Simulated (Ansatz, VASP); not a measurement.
**NbTe in VASP and in Ansatz**

INCAR

```
  ALGO = Normal
  EDIFF = 1E-6
  ENCUT = 520
  GGA = PS
  ISIF = 2
  ISMEAR = 0
  LASPH = T
  LCHARG = F
  LREAL = F
  LWAVE = F
  NBANDS = 16
  NELM = 60
  PREC = Accurate
  SIGMA = 0.1
```

File KPOINTS:

```
k-points
0
Gamma
  6 6 4
```

The input POSCAR:

```
NbTe
1.0
    3.7029743866      0.0000000000      0.0000000000
   -1.8514871933      3.2068698884      0.0000000000
    0.0000000000      0.0000000000      3.6942110000
Nb Te
1 1
Direct
    0.0000000000      0.0000000000      0.5000000000
    0.6666666667      0.3333333333      0.0000000000
```

Input for Ansatz:

```yaml
crystal:
  lattice:
    - [3.7029743866, 0.0, 0.0]
    - [-1.8514871933, 3.2068698884, 0.0]
    - [0.0, 0.0, 3.694211]
  atoms:
    - { symbol: Nb, position: [0.0, 0.0, 0.5] }
    - { symbol: Te, position: [0.6666666667, 0.3333333333, 0.0] }
basis:
  ecutwfc: 420
kpoints:
  mp_grid: { grid: [6, 6, 4] }
hamiltonian:
  xc: pbesol
scf:
  occupations: { method: gaussian, width: 0.1 }
output:
  forces: true
  stress: true
  eigenvalues: true
```

Alike in both runs: task single point; functional PBEsol; k mesh 6 × 6 × 4; occupations gaussian, width 0.1 eV; no spin polarisation.

|  | VASP | Ansatz |
| --- | --- | --- |
| version | VASP 6.6.1 | Ansatz 0.2.0 |
| potentials or method | VASP PAW PBE potentials, release 64 (Nb_sv, Te), cutoff 520 eV | scalar-relativistic, plane waves, PAW |
| valence electrons in the cell | 19 | 29 |

VASP gave:

| Quantity | Value |
| --- | --- |
| gap on the k mesh at the Fermi level (eV) | none |
| pressure (GPa) | -5.3 |
| traceless stress, the component that is largest in VASP (GPa) | 1.04 |

Q: Which values does Ansatz return?

A: gap on the k mesh at the Fermi level (eV): none; pressure (GPa): -5.2; traceless stress, the component that is largest in VASP (GPa): 1.06.

VASP's potentials were made for PBE, not for PBEsol. A gap of «none» marks a metal or a gap that the smearing closes. VASP's potentials hold 19 valence electrons a cell and Ansatz's 29, so a difference there can come from the potentials and not from the codes.

The k mesh is coarse, so the values compare programs but aren't converged. Spin-orbit coupling is off throughout.
